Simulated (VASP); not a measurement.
# In (Fm-3m) in VASP: notebook

Runs on In. Level: PBE. Tasks: single point.

All numbers are computed with VASP 6.6.1; they aren't measurements. Logs are shortened: lines on timing, memory, paths and dates and some standing lists are left out, and cuts for length are marked.

## (1) The cell of the first run

The structure is cubic, space group Fm-3m (No. 225). Conventional cell: a = 4.791 Å, b = 4.791 Å, c = 4.791 Å, α = 90.00°, β = 90.00°, γ = 90.00°. Within 4.5 Å of In (site symmetry m-3m) lie 12 In at 3.39 Å.

## (2) Single point, PBE

The input, INCAR:

```
SYSTEM = In
ALGO = Normal ; EDIFF = 1E-6
ENCUT = 500 ; GGA = PE
GGA_COMPAT = .FALSE. ; ISIF = 2
ISMEAR = -1 ; LASPH = .TRUE.
LCHARG = .FALSE. ; LREAL = .FALSE.
LWAVE = .FALSE. ; NBANDS = 12
NELM = 120 ; PREC = Accurate
SIGMA = 0.15
```

The input, KPOINTS:

```
k-points
0
G
  4 4 4
  0 0 0
```

The input, POSCAR:

```
In
1.0
    0.0000000000      2.3957000000      2.3957000000
    2.3957000000      0.0000000000      2.3957000000
    2.3957000000      2.3957000000      0.0000000000
In
1
Direct
    0.0000000000      0.0000000000      0.0000000000
```

Potentials or basis: VASP PAW PBE potentials, release 64 (In_d).

Command:

```console
$ cat potpaw_PBE.64/In_d/POTCAR > POTCAR
$ mpirun -np 1 vasp_std > vasp.out
```

OUTCAR:

```text
SYSTEM = In
   EDIFF = 1E-6
   ENCUT = 500
   GGA = PE
   ISIF = 2
   ISMEAR = -1
   LASPH = .TRUE.
   LREAL = .FALSE.
   NELM = 120
   PREC = Accurate

 ion  position               nearest neighbor table
   1  0.000  0.000  0.000-

  LATTYP: Found a face centered cubic cell.
 ALAT       =     4.7914000000

  Lattice vectors:

 A1 = (   0.0000000000,   2.3957000000,   2.3957000000)
 A2 = (   2.3957000000,   0.0000000000,   2.3957000000)
 A3 = (   2.3957000000,   2.3957000000,   0.0000000000)

Analysis of symmetry for initial positions (statically):
=====================================================================
 Subroutine PRICEL returns:
 Original cell was already a primitive cell.

 Routine SETGRP: Setting up the symmetry group for a
 face centered cubic supercell.

 Subroutine GETGRP returns: Found 48 space group operations
 (whereof 48 operations were pure point group operations)
 out of a pool of 48 trial point group operations.

The static configuration has the point symmetry O_h .

Analysis of symmetry for dynamics (positions and initial velocities):
=====================================================================
 Subroutine PRICEL returns:
 Original cell was already a primitive cell.

 Routine SETGRP: Setting up the symmetry group for a
 face centered cubic supercell.

 Subroutine GETGRP returns: Found 48 space group operations
 (whereof 48 operations were pure point group operations)
 out of a pool of 48 trial point group operations.

The dynamic configuration has the point symmetry O_h .

 Subroutine INISYM returns: Found 48 space group operations
 (whereof 48 operations are pure point group operations),
 and found     1 'primitive' translations

----------------------------------------------------------------------------------------

                                     Primitive cell

  volume of cell :      27.4997

  direct lattice vectors                    reciprocal lattice vectors
     0.000000000  2.395700000  2.395700000    -0.208707267  0.208707267  0.208707267
     2.395700000  0.000000000  2.395700000     0.208707267 -0.208707267  0.208707267
     2.395700000  2.395700000  0.000000000     0.208707267  0.208707267 -0.208707267

  length of vectors
     3.388031431  3.388031431  3.388031431     0.361491591  0.361491591  0.361491591

  position of ions in fractional coordinates (direct lattice)
     0.000000000  0.000000000  0.000000000

  ion indices of the primitive-cell ions
   primitive index   ion index
                 1           1

----------------------------------------------------------------------------------------

 KPOINTS: k-points

Automatic generation of k-mesh.
 Grid dimensions read from file:
 generate k-points for:    4    4    4

 Generating k-lattice:

  Cartesian coordinates                     Fractional coordinates (reciprocal lattice)
    -0.052176817  0.052176817  0.052176817     0.250000000  0.000000000  0.000000000
     0.052176817 -0.052176817  0.052176817     0.000000000  0.250000000  0.000000000
     0.052176817  0.052176817 -0.052176817     0.000000000  0.000000000  0.250000000

  Length of vectors
     0.090372898  0.090372898  0.090372898

  Shift w.r.t. Gamma in fractional coordinates (k-lattice)
     0.000000000  0.000000000  0.000000000

 Subroutine IBZKPT returns following result:
 ===========================================

 Found      8 irreducible k-points:

 Following reciprocal coordinates:
            Coordinates               Weight
  0.000000  0.000000  0.000000      1.000000
  0.250000  0.000000  0.000000      8.000000
  0.500000  0.000000  0.000000      4.000000
  0.250000  0.250000  0.000000      6.000000
  0.500000  0.250000  0.000000     24.000000
 -0.250000  0.250000  0.000000     12.000000
  0.500000  0.500000  0.000000      3.000000
 -0.250000  0.500000  0.250000      6.000000
   k-points           NKPTS =      8   k-points in BZ     NKDIM =      8   number of bands    NBANDS=     12
   number of dos      NEDOS =    301   number of ions     NIONS =      1
   total plane-waves  NPLWV =  21952
   dimension x,y,z NGX =    28 NGY =   28 NGZ =   28
   dimension x,y,z NGXF=    56 NGYF=   56 NGZF=   56
   ions per type =               1
   NGX,Y,Z   is equivalent  to a cutoff of  13.74, 13.74, 13.74 a.u.
   NGXF,Y,Z  is equivalent  to a cutoff of  27.48, 27.48, 27.48 a.u.
 SYSTEM =  In
   PREC   = accura    normal or accurate (medium, high low for compatibility)
   ISTART =      0    job   : 0-new  1-cont  2-samecut
   ICHARG =      2    charge: 1-file 2-atom 10-const
   ISPIN  =      1    spin polarized calculation?
   LNONCOLLINEAR =      F non collinear calculations
   LSORBIT =      F    spin-orbit coupling
   LASPH  =      T    aspherical Exc in radial PAW
   ENCUT  =  500.0 eV  36.75 Ry    6.06 a.u.   6.18  6.18  6.18*2*pi/ulx,y,z
   NELM   =    120;   NELMIN=  2; NELMDL= -5     # of ELM steps
   EDIFF  = 0.1E-05   stopping-criterion for ELM
   LREAL  =      F    real-space projection
[... 7 lines left out ...]
   TEBEG  =    0.0;   TEEND  =   0.0 temperature during run
   PSTRESS=    0.0 pullay stress
   NELECT =      13.0000    total number of electrons
   NUPDOWN=      -1.0000    fix difference up-down
   EMIN   =  10.00;   EMAX   =-10.00  energy-range for DOS
   EFERMI =   0.00;   METHOD = LEGACY
   ISMEAR =    -1;   SIGMA  =   0.15  broadening in eV -4-tet -1-fermi 0-gaus
   EFERMI_NEDOS =   21; number of points for ismear=-14 and -15
   IALGO  =     38    algorithm
   IMIX   =      4    mixing-type and parameters
     AMIX     =   0.40;   BMIX     =  1.00
     AMIX_MAG =   1.60;   BMIX_MAG =  1.00
  volume/ion in A,a.u.               =      27.50       185.58
  Fermi-wavevector in a.u.,A,eV,Ry     =   1.275303  2.409974 22.128499  1.626399
  Thomas-Fermi vector in A             =   2.408023
   LORBIT       =      0    0 simple, 1 ext, 2 COOP (PROOUT), +10 PAW based schemes
   GGA     = PE    functional components
   LHFCALC =     F    Hartree Fock is set to
   AEXX    =    0.0000 exact exchange contribution
   IVDW    =     0    specifies the selected vdW correction
   LEPSILON=     F    determine dielectric tensor
   LRPA    =     F    only Hartree local field effects (RPA)
 non-spin polarized calculation
  energy-cutoff  :      500.00
  volume of cell :       27.50
 maximum number of plane-waves:       725
 NGX is ok and might be reduce to    28
   NGX = 13   NGY = 13   NGZ = 13

 number of electron      12.9999997 magnetization

 Free energy of the ion-electron system (eV)
  ---------------------------------------------------
  ext. energy  EPLUGINS =         0.00000000
  ---------------------------------------------------
  free energy    TOTEN  =        -2.45468492 eV

  energy without entropy =       -2.39239861  energy(sigma->0) =       -2.42354177

 E-fermi :   6.7678     XC(G=0): -10.0054

 val. band max:        6.3997804723   @ k =   0.5000   0.2500   0.0000
 cond. band min:       6.9392232081   @ k =  -0.2500   0.5000   0.2500
 fundamental gap:      0.5394427358
 Fermi energy:         6.7677564186

 k-point     1 :       0.0000    0.0000    0.0000
  band No.  band energies     occupation
      1      -7.5658      2.00000
      2      -7.5658      2.00000
      3      -7.5658      2.00000
      4      -7.4158      2.00000
      5      -7.4158      2.00000
      6      -2.2227      2.00000
      7      17.1098      0.00000
      8      17.1098      0.00000
      9      17.1098      0.00000
     10      18.3988      0.00000
     11      20.5652      0.00000
     12      20.5652      0.00000

 k-point     2 :       0.2500    0.0000    0.0000
  band No.  band energies     occupation
      1      -7.5843      2.00000
      2      -7.5289      2.00000
      3      -7.5289      2.00000
      4      -7.3815      2.00000
      5      -7.3815      2.00000
      6      -0.8895      2.00000
      7       9.9860      0.00000
      8      15.8199      0.00000
      9      15.8199      0.00000
     10      17.9100      0.00000
     11      20.7602      0.00000
     12      20.7618      0.00000

 k-point     3 :       0.5000    0.0000    0.0000
  band No.  band energies     occupation
      1      -7.6171      2.00000
      2      -7.5570      2.00000
      3      -7.5570      2.00000
      4      -7.2789      2.00000
      5      -7.2789      2.00000
      6       2.6929      2.00000
      7       3.8149      2.00000
      8      15.0573      0.00000
      9      15.0573      0.00000
     10      17.7207      0.00000
     11      19.2113      0.00000
     12      19.2113      0.00000

 k-point     4 :       0.2500    0.2500    0.0000
  band No.  band energies     occupation
      1      -7.6597      2.00000
      2      -7.5289      2.00000
      3      -7.4110      2.00000
      4      -7.4110      2.00000
      5      -7.3528      2.00000
      6      -0.4498      2.00000
      7      12.8176      0.00000
      8      12.9571      0.00000
      9      12.9571      0.00000
     10      15.5336      0.00000
     11      15.8835      0.00000
     12      26.0683      0.00000

 k-point     5 :       0.5000    0.2500    0.0000
  band No.  band energies     occupation
      1      -7.6494      2.00000
      2      -7.5428      2.00000
      3      -7.4173      2.00000
      4      -7.3735      2.00000
      5      -7.2703      2.00000
      6       2.6414      2.00000
      7       6.3998      1.84159
      8       9.9556      0.00000
      9      12.3940      0.00000
     10      15.1442      0.00000
     11      20.4905      0.00000
     12      23.6243      0.00000

 k-point     6 :      -0.2500    0.2500    0.0000
  band No.  band energies     occupation
      1      -7.5727      2.00000
      2      -7.5270      2.00000
      3      -7.4410      2.00000
      4      -7.3969      2.00000
      5      -7.3572      2.00000
      6       1.3379      2.00000
      7       8.4466      0.00003
      8       8.8534      0.00000
      9      14.6365      0.00000
     10      16.6903      0.00000
     11      21.7996      0.00000
     12      22.3921      0.00000

 k-point     7 :       0.5000    0.5000    0.0000
  band No.  band energies     occupation
      1      -7.7528      2.00000
      2      -7.6693      2.00000
      3      -7.2892      2.00000
      4      -7.2440      2.00000
      5      -7.2440      2.00000
      6       4.8015      2.00000
      7       4.9271      1.99999
      8      10.9122      0.00000
      9      10.9122      0.00000
     10      14.0997      0.00000
     11      14.3860      0.00000
     12      28.1949      0.00000

 k-point     8 :      -0.2500    0.5000    0.2500
  band No.  band energies     occupation
      1      -7.5731      2.00000
      2      -7.5150      2.00000
      3      -7.5150      2.00000
      4      -7.3725      2.00000
      5      -7.2440      2.00000
      6       5.2758      1.99990
      7       6.9392      0.48350
      8       6.9392      0.48350
      9       8.4150      0.00003
     10      19.9941      0.00000
     11      20.7904      0.00000
     12      20.7904      0.00000

------------------------ aborting loop because EDIFF is reached ----------------------------------------

  FORCE on cell =-STRESS in cart. coord.  units (eV):
  Direction    XX          YY          ZZ          XY          YZ          ZX
  --------------------------------------------------------------------------------------
  -------------------------------------------------------------------------------------
  Total        0.4003954      0.4003954      0.4003954      0.0000000      0.0000000     -0.0000000
  in kB       23.3277229     23.3277229     23.3277229      0.0000000      0.0000000     -0.0000000
  external PRESSURE =      23.3277229 kB  Pullay stress =       0.0000000 kB

 VOLUME and BASIS-vectors are now :
 -----------------------------------------------------------------------------
  energy-cutoff  :      500.00
  volume of cell :       27.50
      direct lattice vectors                 reciprocal lattice vectors
     0.000000000  2.395700000  2.395700000    -0.208707267  0.208707267  0.208707267
     2.395700000  0.000000000  2.395700000     0.208707267 -0.208707267  0.208707267
     2.395700000  2.395700000  0.000000000     0.208707267  0.208707267 -0.208707267

 POSITION                                       TOTAL-FORCE (eV/Angst)
 -----------------------------------------------------------------------------------
      0.00000      0.00000      0.00000         0.000000      0.000000     -0.000000
 -----------------------------------------------------------------------------------
    total drift:                               -0.000000     -0.000000     -0.000000

  FREE ENERGIE OF THE ION-ELECTRON SYSTEM (eV)
  ---------------------------------------------------
  free  energy   TOTEN  =        -2.4546849238 eV

  energy  without entropy=       -2.3923986111  energy(sigma->0) =       -2.42354177
```

It took 5.2 s on 1 thread of Intel Xeon 6975P-C, shared host; peak memory 0.15 GiB.

What came out:

- Free energy: -2.4547 eV
- Pressure: 2.3 GPa

Levels at points of the mesh, in eV from the Fermi level:
```tsv
k point	band 4	band 5	band 6	band 7	band 8	band 9
(0.00, 0.00, 0.00)	-14.18	-14.18	-8.99	10.34	10.34	10.34
(0.50, 0.00, 0.00)	-14.05	-14.05	-4.07	-2.95	8.29	8.29
(0.50, 0.50, 0.00)	-14.01	-14.01	-1.97	-1.84	4.14	4.14
```

Caveat: the k points lie up to 0.57 Å⁻¹ apart; spin-orbit coupling is left out, which moves the levels of the heavy elements.

## (3) Single point, PBE

This run uses another cell than the first one, of 26.95 Å³/atom, 0.980 times its volume.

The input, INCAR:

```
PREC = Accurate ; ENCUT = 500
EDIFF = 1E-6 ; ISMEAR = -1
SIGMA = 0.15 ; LREAL = F
LASPH = T ; NELM = 120
ALGO = Normal ; ISIF = 2
LWAVE = F ; LCHARG = F
GGA = PE ; NBANDS = 12
GGA_COMPAT = F
```

The input, KPOINTS:

```
Automatic mesh
0
Gamma
  4 4 4
```

The input, POSCAR:

```
In
1.0
    0.0000000000      2.3796209900      2.3796209900
    2.3796209900      0.0000000000      2.3796209900
    2.3796209900      2.3796209900      0.0000000000
In
1
Direct
    0.0000000000      0.0000000000      0.0000000000
```

Potentials or basis: VASP PAW PBE potentials, release 64 (In_d).

Command:

```console
$ cat potpaw_PBE.64/In_d/POTCAR > POTCAR
$ mpirun -np 1 vasp_std > vasp.out
```

It took 5.3 s on 1 thread of Intel Xeon 6975P-C, shared host; peak memory 0.15 GiB.

The run converged. Its results:

```yaml
Free_energy: -2.4450 eV
Pressure: 3.2 GPa
```

Levels at points of the mesh, in eV from the Fermi level:
| k point | band 3 | band 4 | band 5 | band 6 | band 7 | band 8 | band 9 | band 10 |
| --- | --- | --- | --- | --- | --- | --- | --- | --- |
| (0.00, 0.00, 0.00) | -14.34 | -14.18 | -14.18 | -9.11 | 10.54 | 10.54 | 10.54 | 11.69 |
| (0.50, 0.00, 0.00) | -14.33 | -14.03 | -14.03 | -4.07 | -3.02 | 8.44 | 8.44 | 11.01 |
| (0.50, 0.50, 0.00) | -14.04 | -14.00 | -14.00 | -1.91 | -1.89 | 4.20 | 4.20 | 7.45 |

Caveat: the k points lie up to 0.57 Å⁻¹ apart; spin-orbit coupling is left out, which moves the levels of the heavy elements.
